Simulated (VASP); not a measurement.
# Sr2BiPd2 (P1) in VASP: a series of runs, part 2 of 2

VASP 6.6.1.

### Step 3. Single point, PBE

Input file INCAR:

```
ALGO = Normal
EDIFF = 1E-7
ENCUT = 520
GGA = PE
ISIF = 2
ISMEAR = 1
LASPH = T
LCHARG = F
LREAL = F
LWAVE = F
NBANDS = 66
NELM = 100
PREC = Accurate
SIGMA = 0.15
```

Input file KPOINTS:

```
k-points
0
Gamma
  3 3 2
```

Input file POSCAR:

```
Sr2BiPd2
1.0
   -5.4118630000     -0.0244940000      3.0306370000
    0.0060260000     -0.0026770000      6.0721220000
    0.0384440000      8.3057380000      3.0323740000
Pd Bi Sr
4 2 4
Direct
    0.7874746528      0.5476090377      0.2610041821
    0.1961581604      0.5932953052      0.7601418380
    0.6646634668      0.6587403740      0.7405070705
    0.2607722776      0.0741019826      0.2527130915
    0.9965626623      0.3158872091      0.0102763217
    0.4843938021      0.6531425047      0.4905071896
    0.8126438610      0.0301232245      0.4099136692
    0.1719673394      0.2276016901      0.5961178233
    0.7097024603      0.0232015748      0.9161032485
    0.3098067967      0.6207306515      0.0872286248
```

Potentials or basis: VASP PAW PBE potentials, release 64 (Pd, Bi_d, Sr_sv).

The run is started by

```bash
$ cat potpaw_PBE.64/Pd/POTCAR potpaw_PBE.64/Bi_d/POTCAR potpaw_PBE.64/Sr_sv/POTCAR > POTCAR
$ mpirun -np 1 vasp_std > vasp.out
```

OUTCAR:

```text
EDIFF = 1E-7
   ENCUT = 520
   GGA = PE
   ISIF = 2
   ISMEAR = 1
   LASPH = T
   LREAL = F
   NELM = 100
   PREC = Accurate

 ion  position               nearest neighbor table
   1  0.787  0.548  0.261-   6 2.56   5 2.83   7 2.90   4 2.96   4 3.26   9 3.31  10 3.32   8 3.47
                            10 3.52   7 3.67
   2  0.196  0.593  0.760-   6 2.77   5 2.80   3 3.09   8 3.11   3 3.15  10 3.16   9 3.36   9 3.38
                             8 3.56   7 3.59
   3  0.665  0.659  0.741-   6 2.65   5 2.87   2 3.09   2 3.15   9 3.24   8 3.29   7 3.33   8 3.37
                            10 3.49   9 3.52
   4  0.261  0.074  0.253-   5 2.46   6 2.58   1 2.96   7 2.99   1 3.26  10 3.28   8 3.36  10 3.41
                             9 3.72   7 3.75
   5  0.997  0.316  0.010-   4 2.46   2 2.80   1 2.83   3 2.87   9 3.40  10 3.53  10 3.54   9 3.59
                             7 3.64  10 3.78   8 3.79   9 3.95
   6  0.484  0.653  0.491-   1 2.56   4 2.58   3 2.65   2 2.77   8 3.44   7 3.58   7 3.59   7 3.69
                             8 3.74   8 3.82  10 3.98   9 4.17
   7  0.813  0.030  0.410-   1 2.90   4 2.99   3 3.33   6 3.58   6 3.59   2 3.59   5 3.64   1 3.67
                             6 3.69   4 3.75   8 3.77   8 3.81  10 3.96   8 4.06  10 4.29   9 4.41
[... 895 lines left out ...]

  FORCE on cell =-STRESS in cart. coord.  units (eV):
  Direction    XX          YY          ZZ          XY          YZ          ZX
  --------------------------------------------------------------------------------------
  -------------------------------------------------------------------------------------
  Total        5.9498657     11.4105988      2.4515212     -3.4386492      0.4011251      0.6092885
  in kB       34.9018923     66.9345339     14.3806148    -20.1711044      2.3529984      3.5740840
  external PRESSURE =      38.7390137 kB  Pullay stress =       0.0000000 kB

 VOLUME and BASIS-vectors are now :
 -----------------------------------------------------------------------------
  energy-cutoff  :      520.00
  volume of cell :      273.13
      direct lattice vectors                 reciprocal lattice vectors
    -5.411863000 -0.024494000  3.030637000    -0.184679988  0.000787771  0.000183625
     0.006026000 -0.002677000  6.072122000     0.092432133 -0.060510843  0.164568666
     0.038444000  8.305738000  3.032374000    -0.000514838  0.120381513  0.000053583

 POSITION                                       TOTAL-FORCE (eV/Angst)
 -----------------------------------------------------------------------------------
     -4.24837      2.14708      6.50316        -0.910449     -1.074129      0.452285
     -1.02878      6.30715      6.50208         0.285276      0.032368      0.366585
     -3.56463      6.13241      8.25980        -0.364945      0.722176      0.254779
     -1.40110      2.09238      2.00658        -1.416373      0.970420      0.837244
     -5.39096      0.06010      4.96949         1.470934     -2.269058     -0.160021
     -2.59868      4.06041      6.92138         0.358802      1.282148     -0.728975
     -4.38198      3.38465      3.88875         0.029938      0.346422     -1.029340
     -0.90637      4.94638      3.71085         0.218900      0.126875      0.088795
     -3.80545      7.59147      5.06970         0.809342     -0.292606     -0.233384
     -1.66954      0.71525      4.97257        -0.481426      0.155383      0.152033
 -----------------------------------------------------------------------------------
    total drift:                               -0.000264      0.000321     -0.000157

  FREE ENERGIE OF THE ION-ELECTRON SYSTEM (eV)
  ---------------------------------------------------
  free  energy   TOTEN  =       -40.6567217344 eV

  energy  without entropy=      -40.6515894355  energy(sigma->0) =      -40.65501097
```

It took 4.5 min on 1 thread of Intel Xeon Platinum 8375C at 2.90GHz (Ice Lake), shared host; peak memory 0.49 GiB.

What came out:

* Free energy: -40.6567 eV
* Pressure: 3.9 GPa
* Largest force: 2.709 eV/Å
* Band gap on the k mesh: zero (bands 55 and 56 overlap by 0.25 eV)

Forces in eV/Å, atoms in the order of the input:
```
Pd  -0.910 -1.074  0.452
Pd   0.285  0.032  0.367
Pd  -0.365  0.722  0.255
Pd  -1.416  0.970  0.837
Bi   1.471 -2.269 -0.160
Bi   0.359  1.282 -0.729
Sr   0.030  0.346 -1.029
Sr   0.219  0.127  0.089
Sr   0.809 -0.293 -0.233
Sr  -0.481  0.155  0.152
```

Stress tensor (GPa, compression positive):
```
 3.49 -2.02  0.36
-2.02  6.69  0.24
 0.36  0.24  1.44
```

Caveat: the k points lie up to 0.41 Å⁻¹ apart; spin-orbit coupling is left out, which moves the levels of the heavy elements; forces of over 1 eV/Å act on the atoms, so gaps and moduli don't describe the material at rest.

### Step 4. Single point, PBE

Input file INCAR:

```
PREC = Accurate
ENCUT = 520
EDIFF = 1E-7
ISMEAR = 1
SIGMA = 0.15
LREAL = F
LASPH = T
NELM = 100
ALGO = Normal
ISIF = 2
LWAVE = F
LCHARG = T
GGA = PE
LELF = T
LVHAR = T
NBANDS = 66
```

Input file KPOINTS:

```
regular mesh
0
Gamma
  3 3 2
```

Input file POSCAR:

```
Sr2BiPd2
1.0
   -5.4118630000     -0.0244940000      3.0306370000
    0.0060260000     -0.0026770000      6.0721220000
    0.0384440000      8.3057380000      3.0323740000
Pd Bi Sr
4 2 4
Direct
    0.7910624251      0.5479057060      0.2598270047
    0.1955940063      0.5902370756      0.7629850525
    0.6662694753      0.6613347036      0.7391509337
    0.2569345185      0.0782739082      0.2535307390
    0.9972382483      0.3159486454      0.0097251019
    0.4819661706      0.6533852992      0.4917174599
    0.8103641754      0.0289833557      0.4133088051
    0.1736076879      0.2285499791      0.5973826980
    0.7054441937      0.0225464316      0.9099850618
    0.3179218212      0.6159879719      0.0857454421
```

Potentials or basis: VASP PAW PBE potentials, release 64 (Pd, Bi_d, Sr_sv).

The run is started by

```bash
$ cat potpaw_PBE.64/Pd/POTCAR potpaw_PBE.64/Bi_d/POTCAR potpaw_PBE.64/Sr_sv/POTCAR > POTCAR
$ mpirun -np 1 vasp_std > vasp.out
```

OUTCAR:

```text
PREC = Accurate
   ENCUT = 520
   EDIFF = 1E-7
   ISMEAR = 1
   LREAL = F
   LASPH = T
   NELM = 100
   ISIF = 2
   GGA = PE

 ion  position               nearest neighbor table
   1  0.791  0.548  0.260-   6 2.59   5 2.83   4 2.92   7 2.92   4 3.30  10 3.31   9 3.33   8 3.48
                            10 3.53   7 3.67
   2  0.196  0.590  0.763-   5 2.77   6 2.78   8 3.09   3 3.12   3 3.13  10 3.14   9 3.33   9 3.34
                             8 3.58   7 3.59
   3  0.666  0.661  0.739-   6 2.65   5 2.88   2 3.12   2 3.13   9 3.17   8 3.28   7 3.29   8 3.36
                            10 3.47   9 3.55
   4  0.257  0.078  0.254-   5 2.46   6 2.60   1 2.92   7 3.00  10 3.27   1 3.30   8 3.36  10 3.44
[... 910 lines left out ...]

 VOLUME and BASIS-vectors are now :
 -----------------------------------------------------------------------------
  energy-cutoff  :      520.00
  volume of cell :      273.13
      direct lattice vectors                 reciprocal lattice vectors
    -5.411863000 -0.024494000  3.030637000    -0.184679988  0.000787771  0.000183625
     0.006026000 -0.002677000  6.072122000     0.092432133 -0.060510843  0.164568666
     0.038444000  8.305738000  3.032374000    -0.000514838  0.120381513  0.000053583

 POSITION                                       TOTAL-FORCE (eV/Angst)
 -----------------------------------------------------------------------------------
     -4.26783      2.13721      6.51227        -0.688277     -0.833720      0.471314
     -1.02564      6.33078      6.49042         0.238251     -0.082316      0.433198
     -3.57336      6.12110      8.27631        -0.345350      0.729697      0.195950
     -1.38028      2.09926      2.02276        -1.501168      1.116095      0.752807
     -5.39464      0.05550      4.97024         1.501110     -2.240957     -0.317142
     -2.58549      4.07052      6.91917         0.241248      0.971709     -0.729610
     -4.36952      3.41291      3.88522        -0.024497      0.229040     -0.948735
     -0.91520      4.95684      3.72541         0.272555      0.068961      0.029875
     -3.78265      7.54076      5.03426         0.640655     -0.131325     -0.081941
     -1.71354      0.70274      4.96387        -0.334527      0.172816      0.194285
 -----------------------------------------------------------------------------------
    total drift:                                0.000293      0.000038     -0.000209

  FREE ENERGIE OF THE ION-ELECTRON SYSTEM (eV)
  ---------------------------------------------------
  free  energy   TOTEN  =       -40.7499831258 eV

  energy  without entropy=      -40.7442964912  energy(sigma->0) =      -40.74808758
```

OSZICAR:

```text
N       E                     dE             d eps       ncg     rms          rms(c)
DAV:   1     0.105879061552E+04    0.10588E+04   -0.52820E+04  1320   0.169E+03
DAV:   2     0.774324570670E+02   -0.98136E+03   -0.94576E+03  1328   0.445E+02
DAV:   3    -0.331729359323E+02   -0.11061E+03   -0.10634E+03  1656   0.153E+02
DAV:   4    -0.409932596362E+02   -0.78203E+01   -0.76933E+01  1896   0.370E+01
DAV:   5    -0.415579612646E+02   -0.56470E+00   -0.56356E+00  2304   0.786E+00    0.352E+01
DAV:   6    -0.409329191986E+02    0.62504E+00   -0.95634E-01  1560   0.460E+00    0.199E+01
DAV:   7    -0.407560700209E+02    0.17685E+00   -0.84984E-01  1736   0.399E+00    0.253E+00
DAV:   8    -0.407526673991E+02    0.34026E-02   -0.28156E-01  1816   0.214E+00    0.105E+00
DAV:   9    -0.407496767018E+02    0.29907E-02   -0.28691E-02  1560   0.819E-01    0.485E-01
DAV:  10    -0.407498524894E+02   -0.17579E-03   -0.71407E-03  2000   0.331E-01    0.265E-01
DAV:  11    -0.407499444173E+02   -0.91928E-04   -0.67326E-04  1712   0.152E-01    0.997E-02
DAV:  12    -0.407499828578E+02   -0.38441E-04   -0.18012E-04  1712   0.100E-01    0.287E-02
DAV:  13    -0.407499804238E+02    0.24340E-05   -0.37292E-05  1912   0.455E-02    0.107E-02
DAV:  14    -0.407499840481E+02   -0.36243E-05   -0.13825E-05  1856   0.160E-02    0.560E-03
DAV:  15    -0.407499836814E+02    0.36674E-06   -0.20299E-06  1472   0.983E-03    0.382E-03
DAV:  16    -0.407499833516E+02    0.32974E-06   -0.43078E-07  1224   0.344E-03    0.187E-03
DAV:  17    -0.407499831990E+02    0.15268E-06   -0.16754E-07   944   0.312E-03    0.748E-04
DAV:  18    -0.407499831258E+02    0.73145E-07   -0.32399E-08   784   0.121E-03
   1 F= -.40749983E+02 E0= -.40748088E+02  d E =-.568663E-02
```

It took 5 min on 1 thread of Intel Xeon Platinum 8375C at 2.90GHz (Ice Lake), shared host; peak memory 0.49 GiB.

What came out:

* Free energy: -40.7500 eV
* Pressure: 3.8 GPa
* Largest force: 2.716 eV/Å
* Band gap on the k mesh: zero (bands 55 and 56 overlap by 0.24 eV)

Forces on the atoms (eV/Å):
```
Pd  -0.688 -0.834  0.471
Pd   0.238 -0.082  0.433
Pd  -0.345  0.730  0.196
Pd  -1.501  1.116  0.753
Bi   1.501 -2.241 -0.317
Bi   0.241  0.972 -0.730
Sr  -0.024  0.229 -0.949
Sr   0.273  0.069  0.030
Sr   0.641 -0.131 -0.082
Sr  -0.335  0.173  0.194
```

Levels at points of the mesh, in eV from the Fermi level:
```tsv
k point	band 52	band 53	band 54	band 55	band 56	band 57	band 58	band 59
(0.00, 0.00, 0.00)	-1.23	-0.90	-0.43	-0.24	-0.13	0.60	0.84	0.96
(0.00, 0.00, 0.50)	-1.35	-0.82	-0.63	0.11	0.21	0.54	0.77	1.06
```

Caveat: the k points lie up to 0.41 Å⁻¹ apart; spin-orbit coupling is left out, which moves the levels of the heavy elements; forces of over 1 eV/Å act on the atoms, so gaps and moduli don't describe the material at rest.

### Step 5. Summary

```tsv
cell	gap on the mesh (eV)	pressure (GPa)	largest force (eV/Å)
as given, atomic positions A	none	3.9	2.50
as given, atomic positions B	none	3.9	2.71
as given, atomic positions C	none	3.8	2.72
```

Alike in all rows: task single point; level PBE; potentials or basis VASP PAW PBE potentials, release 64 (Pd, Bi_d, Sr_sv); no spin polarisation; k mesh 3 × 3 × 2; cutoff (eV) 520; smearing methfessel-paxton 0.15 eV.

Caveats: all runs use coarse meshes; spin-orbit coupling is left out, which moves the levels of the heavy elements; forces of over 1 eV/Å act on the atoms, so gaps and moduli don't describe the material at rest.

Total energies depend on the potentials used, so only differences within one code and one set of settings carry meaning.
